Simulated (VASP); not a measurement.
A run of VASP 6.6.1:

File INCAR:

```
SYSTEM = Sm3Ta
PREC     = Accurate       ! precision mode
ENCUT    = 500            ! plane-wave cutoff, eV
EDIFF    = 1E-7           ! SCF threshold, eV
ISMEAR   = 0              ! smearing method
SIGMA    = 0.1            ! smearing width, eV
LREAL    = .False.        ! projectors in reciprocal space
LASPH    = .True.         ! aspherical terms in the spheres
NELM     = 200            ! most SCF steps
ALGO     = Normal         ! electronic algorithm
ISIF     = 3              ! what is computed and relaxed
LWAVE    = .False.        ! write WAVECAR
LCHARG   = .False.        ! write CHGCAR
GGA      = PE             ! functional
IBRION   = 2              ! ionic algorithm
NSW      = 100            ! ionic steps
EDIFFG   = -0.01          ! ionic threshold
GGA_COMPAT= .False.      
NELMIN   = 4            
LMAXMIX  = 6              ! l up to which the mixer works
KPAR     = 4
```

KPOINTS

```
Automatic mesh
0
Gamma
  10 6 4
  0 0 0
```

POSCAR

```
Sm3Ta
1.0
    3.4558625244      0.0000000000      0.0000000000
    0.0000000000      7.0216924820      0.0000000000
    0.0000000000      0.0000000000      9.6532744171
Sm Ta
6 2
Direct
    0.0000000000      0.5000000000      0.2609127865
    0.0000000000      0.0000000000      0.3105841880
    0.5000000000      0.7687836896      0.0000000000
    0.5000000000      0.2312163104      0.0000000000
    0.0000000000      0.5000000000      0.7390872135
    0.0000000000      0.0000000000      0.6894158120
    0.5000000000      0.3088983503      0.5000000000
    0.5000000000      0.6911016497      0.5000000000
```

Potentials or basis: VASP PAW PBE potentials, release 64 (Sm_3, Ta_pv), 4f in core.

Launch:

```bash
$ cat potpaw_PBE.64/Sm_3/POTCAR potpaw_PBE.64/Ta_pv/POTCAR > POTCAR
$ mpirun -np 4 vasp_std > vasp.out
```

Hardware: 4 MPI ranks on Intel(R) Xeon(R) 6975P-C (Granite Rapids) (shared host).

**Question.** Estimate the wall time of this run.

**Answer.** Wall time 15 min on 4 MPI ranks on Intel(R) Xeon(R) 6975P-C (Granite Rapids) (shared host), peak memory 0.78 GiB a rank. Counts: scf iterations 106, k points 72, ion steps 11.
